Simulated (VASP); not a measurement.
# HPbNO4 (P2_1/m) in VASP: single point with PBE

Aim: the single point of HPbNO4 with PBE.

Everything below comes from runs of VASP 6.6.1. Logs are shortened: lines on timing, memory, paths and dates and some standing lists are left out, and cuts for length are marked.

## 1. The cell of the first run

Symmetry: P2_1/m, No. 11, monoclinic system. Conventional cell: a = 6.859 Å, b = 4.229 Å, c = 8.026 Å, α = 90.00°, β = 114.99°, γ = 90.00°. Within 1.3 Å of H (site symmetry m) lie 1 O at 0.99 Å. Within 3.3 Å of Pb (site symmetry m) lie 8 O at 2.47 to 3.14 Å and 3 H at 2.95 Å and 1 N at 3.26 Å. Within 1.7 Å of N (site symmetry m) lie 3 O at 1.24 to 1.28 Å. O (site symmetry m) has 1 H at 0.99 Å within 1.3 Å. Within 1.7 Å of O (site symmetry m) lie 1 N at 1.24 Å. O (site symmetry m) has 1 N at 1.27 Å within 1.7 Å. O (site symmetry m) has 1 N at 1.28 Å within 1.7 Å.

## 2. Single point, PBE

INCAR reads:

```
PREC = Accurate ; ENCUT = 520
EDIFF = 1E-6 ; ISMEAR = 0
SIGMA = 0.02 ; LREAL = F
LASPH = T ; NELM = 80
ALGO = Normal ; ISIF = 2
LWAVE = F ; LCHARG = F
GGA = PE ; NBANDS = 57
```

KPOINTS reads:

```
Automatic mesh
0
Gamma
  4 6 4
```

POSCAR reads:

```
HPbNO4
1.0
    6.8587741996      0.0000000000      0.0000000000
    0.0000000000      4.2286500000      0.0000000000
   -3.3910097476      0.0000000000      7.2745880918
H Pb N O
2 2 2 8
Direct
    0.2254900000      0.7500000000      0.5073000000
    0.7745100000      0.2500000000      0.4927000000
    0.3022940000      0.2500000000      0.2849380000
    0.6977060000      0.7500000000      0.7150620000
    0.2148410000      0.7500000000      0.8356690000
    0.7851590000      0.2500000000      0.1643310000
    0.3307820000      0.7500000000      0.4533850000
    0.4090940000      0.7500000000      0.8690130000
    0.1550830000      0.7500000000      0.9653670000
    0.0708280000      0.7500000000      0.6695510000
    0.6692180000      0.2500000000      0.5466150000
    0.5909060000      0.2500000000      0.1309870000
    0.8449170000      0.2500000000      0.0346330000
    0.9291720000      0.2500000000      0.3304490000
```

Potentials or basis: VASP PAW PBE potentials, release 64 (H, Pb_d, N, O).

On the command line:

```console
cat potpaw_PBE.64/H/POTCAR potpaw_PBE.64/Pb_d/POTCAR potpaw_PBE.64/N/POTCAR potpaw_PBE.64/O/POTCAR > POTCAR
mpirun -np 1 vasp_std > vasp.out
```

OUTCAR:

```text
PREC = Accurate
   ENCUT = 520
   EDIFF = 1E-6
   ISMEAR = 0
   LREAL = F
   LASPH = T
   NELM = 80
   ISIF = 2
   GGA = PE

 ion  position               nearest neighbor table
   1  0.225  0.750  0.507-   7 0.99
   2  0.775  0.250  0.493-  11 0.99
   3  0.302  0.250  0.285-   7 2.47   7 2.47  11 2.51  14 2.73  12 2.74  13 2.92   4 3.98   4 3.98

   4  0.698  0.750  0.715-  11 2.47  11 2.47   7 2.51  10 2.73   8 2.74   9 2.92   3 3.98   3 3.98

   5  0.215  0.750  0.836-   8 1.24   9 1.27  10 1.28
   6  0.785  0.250  0.164-  12 1.24  13 1.27  14 1.28
   7  0.331  0.750  0.453-   1 0.99   3 2.47   3 2.47   4 2.51
   8  0.409  0.750  0.869-   5 1.24   4 2.74
   9  0.155  0.750  0.965-   5 1.27   4 2.92
  10  0.071  0.750  0.670-   5 1.28   4 2.73
  11  0.669  0.250  0.547-   2 0.99   4 2.47   4 2.47   3 2.51
  12  0.591  0.250  0.131-   6 1.24   3 2.74
  13  0.845  0.250  0.035-   6 1.27   3 2.92
  14  0.929  0.250  0.330-   6 1.28   3 2.73

  LATTYP: Found a simple monoclinic cell.
 ALAT       =     6.8587741996
 B/A-ratio  =     0.6165314496
 C/A-ratio  =     1.1701972275
 COS(beta)  =    -0.4224968427

  Lattice vectors:

 A1 = (   6.8587741996,   0.0000000000,   0.0000000000)
 A2 = (   0.0000000000,   4.2286500000,   0.0000000000)
 A3 = (  -3.3910097476,   0.0000000000,   7.2745880918)

Analysis of symmetry for initial positions (statically):
=====================================================================
 Subroutine PRICEL returns:
 Original cell was already a primitive cell.

 Routine SETGRP: Setting up the symmetry group for a
 simple monoclinic supercell.

 Subroutine GETGRP returns: Found  4 space group operations
 (whereof  2 operations were pure point group operations)
 out of a pool of  4 trial point group operations.

The static configuration has the point symmetry S_2 .
 The point group associated with its full space group is C_2h.

Analysis of symmetry for dynamics (positions and initial velocities):
=====================================================================
 Subroutine PRICEL returns:
 Original cell was already a primitive cell.

 Routine SETGRP: Setting up the symmetry group for a
 simple monoclinic supercell.

 Subroutine GETGRP returns: Found  4 space group operations
 (whereof  2 operations were pure point group operations)
 out of a pool of  4 trial point group operations.

The dynamic configuration has the point symmetry S_2 .
 The point group associated with its full space group is C_2h.

 Subroutine INISYM returns: Found  4 space group operations
 (whereof  2 operations are pure point group operations),
 and found     1 'primitive' translations

----------------------------------------------------------------------------------------

                                     Primitive cell

  volume of cell :     210.9875

  direct lattice vectors                    reciprocal lattice vectors
     6.858774200  0.000000000  0.000000000     0.145798647  0.000000000  0.067963248
     0.000000000  4.228650000  0.000000000     0.000000000  0.236482092  0.000000000
    -3.391009748  0.000000000  7.274588092     0.000000000  0.000000000  0.137464828

  length of vectors
     6.858774200  4.228650000  8.026118552     0.160860960  0.236482092  0.137464828

  position of ions in fractional coordinates (direct lattice)
     0.225490000  0.750000000  0.507300000
     0.774510000  0.250000000  0.492700000
     0.302294000  0.250000000  0.284938000
     0.697706000  0.750000000  0.715062000
     0.214841000  0.750000000  0.835669000
     0.785159000  0.250000000  0.164331000
     0.330782000  0.750000000  0.453385000
     0.409094000  0.750000000  0.869013000
     0.155083000  0.750000000  0.965367000
     0.070828000  0.750000000  0.669551000
     0.669218000  0.250000000  0.546615000
     0.590906000  0.250000000  0.130987000
     0.844917000  0.250000000  0.034633000
     0.929172000  0.250000000  0.330449000

  ion indices of the primitive-cell ions
   primitive index   ion index
                 1           1
                 2           2
                 3           3
                 4           4
                 5           5
                 6           6
                 7           7
                 8           8
                 9           9
                10          10
                11          11
                12          12
                13          13
                14          14

----------------------------------------------------------------------------------------

 KPOINTS: Automatic mesh

Automatic generation of k-mesh.
 Grid dimensions read from file:
 generate k-points for:    4    6    4

 Generating k-lattice:

  Cartesian coordinates                     Fractional coordinates (reciprocal lattice)
     0.036449662  0.000000000  0.016990812     0.250000000  0.000000000  0.000000000
     0.000000000  0.039413682  0.000000000     0.000000000  0.166666667  0.000000000
     0.000000000  0.000000000  0.034366207     0.000000000  0.000000000  0.250000000

  Length of vectors
     0.040215240  0.039413682  0.034366207

  Shift w.r.t. Gamma in fractional coordinates (k-lattice)
     0.000000000  0.000000000  0.000000000

 Subroutine IBZKPT returns following result:
 ===========================================

 Found     40 irreducible k-points:

 Following reciprocal coordinates:
            Coordinates               Weight
  0.000000  0.000000  0.000000      1.000000
  0.250000  0.000000  0.000000      2.000000
  0.500000  0.000000  0.000000      1.000000
  0.000000  0.166667  0.000000      2.000000
  0.250000  0.166667  0.000000      4.000000
  0.500000  0.166667  0.000000      2.000000
[... 16 lines left out ...]
  0.500000  0.333333  0.250000      4.000000
 -0.250000  0.333333  0.250000      4.000000
 [... further k-points ...]
   k-points           NKPTS =     40   k-points in BZ     NKDIM =     40   number of bands    NBANDS=     57
   number of dos      NEDOS =    301   number of ions     NIONS =     14
   total plane-waves  NPLWV = 103680
   dimension x,y,z NGX =    54 NGY =   32 NGZ =   60
   dimension x,y,z NGXF=   108 NGYF=   64 NGZF=  120
   ions per type =               2   2   2   8
   NGX,Y,Z   is equivalent  to a cutoff of  13.09, 12.58, 12.43 a.u.
   NGXF,Y,Z  is equivalent  to a cutoff of  26.18, 25.16, 24.86 a.u.
 SYSTEM =  unknown system
   PREC   = accura    normal or accurate (medium, high low for compatibility)
   ISTART =      0    job   : 0-new  1-cont  2-samecut
   ICHARG =      2    charge: 1-file 2-atom 10-const
   ISPIN  =      1    spin polarized calculation?
   LNONCOLLINEAR =      F non collinear calculations
   LSORBIT =      F    spin-orbit coupling
   LASPH  =      T    aspherical Exc in radial PAW
   ENCUT  =  520.0 eV  38.22 Ry    6.18 a.u.  12.75  7.86 14.92*2*pi/ulx,y,z
   NELM   =     80;   NELMIN=  2; NELMDL= -5     # of ELM steps
   EDIFF  = 0.1E-05   stopping-criterion for ELM
   LREAL  =      F    real-space projection
   EDIFFG = 0.1E-04   stopping-criterion for IOM
   NSW    =      0    number of steps for IOM
   IBRION =     -1    ionic relax: 0-MD 1-quasi-New 2-CG
   NFREE  =      0    steps in history (QN), initial steepest desc. (CG)
   ISIF   =      2    stress and relaxation
   ISYM   =      2    0-nonsym 1-usesym 2-fastsym
   POTIM  = 0.5000    time-step for ionic-motion
   TEBEG  =    0.0;   TEEND  =   0.0 temperature during run
   PSTRESS=    0.0 pullay stress
   NELECT =      88.0000    total number of electrons
   NUPDOWN=      -1.0000    fix difference up-down
   EMIN   =  10.00;   EMAX   =-10.00  energy-range for DOS
   EFERMI =   0.00;   METHOD = LEGACY
   ISMEAR =     0;   SIGMA  =   0.02  broadening in eV -4-tet -1-fermi 0-gaus
   EFERMI_NEDOS =   21; number of points for ismear=-14 and -15
   IALGO  =     38    algorithm
   IMIX   =      4    mixing-type and parameters
     AMIX     =   0.40;   BMIX     =  1.00
     AMIX_MAG =   1.60;   BMIX_MAG =  1.00
  volume/ion in A,a.u.               =      15.07       101.70
  Fermi-wavevector in a.u.,A,eV,Ry     =   1.223161  2.311438 20.355976  1.496122
  Thomas-Fermi vector in A             =   2.358282
   LORBIT       =      0    0 simple, 1 ext, 2 COOP (PROOUT), +10 PAW based schemes
   GGA     = PE    functional components
   LHFCALC =     F    Hartree Fock is set to
   AEXX    =    0.0000 exact exchange contribution
   IVDW    =     0    specifies the selected vdW correction
   LEPSILON=     F    determine dielectric tensor
   LRPA    =     F    only Hartree local field effects (RPA)
 non-spin polarized calculation
 Gauss-broadening in eV      SIGMA  =   0.02
  energy-cutoff  :      520.00
  volume of cell :      210.99
 maximum number of plane-waves:      5716
 NGX is ok and might be reduce to    54
   NGX = 25   NGY = 15   NGZ = 29

 number of electron      87.9999984 magnetization

 Free energy of the ion-electron system (eV)
  ---------------------------------------------------
  ext. energy  EPLUGINS =         0.00000000
  ---------------------------------------------------
  free energy    TOTEN  =       -81.10796290 eV

  energy without entropy =      -81.10796290  energy(sigma->0) =      -81.10796290

 E-fermi :   0.5941     XC(G=0):  -8.3889

 val. band max:        0.4778353706   @ k =   0.5000   0.0000   0.5000
 cond. band min:       3.5325007765   @ k =   0.0000   0.3333   0.5000
 fundamental gap:      3.0546654059
 Fermi energy:         0.5941475294

 k-point     1 :       0.0000    0.0000    0.0000
  band No.  band energies     occupation
      1     -25.1438      2.00000
      2     -25.1061      2.00000
      3     -19.8222      2.00000
      4     -19.7401      2.00000
      5     -19.4608      2.00000
      6     -19.4058      2.00000
[... 1405 lines left out ...]
     55       9.2640      0.00000
     56       9.7142      0.00000

 [... further k-points ...]

 [bands above 56 left out]

------------------------ aborting loop because EDIFF is reached ----------------------------------------

  FORCE on cell =-STRESS in cart. coord.  units (eV):
  Direction    XX          YY          ZZ          XY          YZ          ZX
  --------------------------------------------------------------------------------------
  -------------------------------------------------------------------------------------
  Total        1.4430516     -0.2227877      1.0454985      0.0000000      0.0000000     -0.0396991
  in kB       10.9581136     -1.6917849      7.9392110      0.0000000      0.0000000     -0.3014635
  external PRESSURE =       5.7351799 kB  Pullay stress =       0.0000000 kB

 VOLUME and BASIS-vectors are now :
 -----------------------------------------------------------------------------
  energy-cutoff  :      520.00
  volume of cell :      210.99
      direct lattice vectors                 reciprocal lattice vectors
     6.858774200  0.000000000  0.000000000     0.145798647  0.000000000  0.067963248
     0.000000000  4.228650000  0.000000000     0.000000000  0.236482092  0.000000000
    -3.391009748  0.000000000  7.274588092     0.000000000  0.000000000  0.137464828

 POSITION                                       TOTAL-FORCE (eV/Angst)
 -----------------------------------------------------------------------------------
     -0.17367      3.17149      3.69040        -0.091701      0.000000      0.036258
      3.64144      1.05716      3.58419         0.091701      0.000000     -0.036258
      1.10714      1.05716      2.07281         0.009418      0.000000     -0.008798
      2.36063      3.17149      5.20178        -0.009418      0.000000      0.008798
     -1.36022      3.17149      6.07915        -0.088408      0.000000     -0.021675
      4.82798      1.05716      1.19544         0.088408      0.000000      0.021675
      0.73133      3.17149      3.29819         0.074426      0.000000     -0.031140
     -0.14095      3.17149      6.32171         0.457044     -0.000000      0.076628
     -2.20989      3.17149      7.02265        -0.242671      0.000000      0.261616
     -1.78466      3.17149      4.87071        -0.112450     -0.000000     -0.314884
      2.73644      1.05716      3.97640        -0.074426      0.000000      0.031140
      3.60871      1.05716      0.95288        -0.457044      0.000000     -0.076628
      5.67765      1.05716      0.25194         0.242671      0.000000     -0.261616
      5.25243      1.05716      2.40388         0.112450      0.000000      0.314884
 -----------------------------------------------------------------------------------
    total drift:                               -0.000000     -0.000000     -0.000000

  FREE ENERGIE OF THE ION-ELECTRON SYSTEM (eV)
  ---------------------------------------------------
  free  energy   TOTEN  =       -81.1079628953 eV

  energy  without entropy=      -81.1079628953  energy(sigma->0) =      -81.10796290
```

Run time: 17 min. Hardware: 1 thread of AMD EPYC 7R13, shared host; peak memory 0.54 GiB.

What came out:

```yaml
Free_energy: -81.1080 eV
Pressure: 0.6 GPa
Largest_force: 0.463 eV/Å
Band_gap_on_the_k_mesh: 3.05 eV (least direct gap 3.27 eV)
```

Forces on the atoms (eV/Å):
```
H   -0.092  0.000  0.036
H    0.092  0.000 -0.036
Pb   0.009  0.000 -0.009
Pb  -0.009  0.000  0.009
N   -0.088  0.000 -0.022
N    0.088  0.000  0.022
O    0.074  0.000 -0.031
O    0.457  0.000  0.077
O   -0.243  0.000  0.262
O   -0.112  0.000 -0.315
O   -0.074  0.000  0.031
O   -0.457  0.000 -0.077
O    0.243  0.000 -0.262
O    0.112  0.000  0.315
```

Stress tensor (GPa, compression positive):
```
 1.10  0.00 -0.03
 0.00 -0.17  0.00
-0.03  0.00  0.79
```

Caveat: the standard files for N, O and F lose accuracy on very short bonds; spin-orbit coupling is left out, which moves the levels of the heavy elements. A k mesh can miss the band edges.
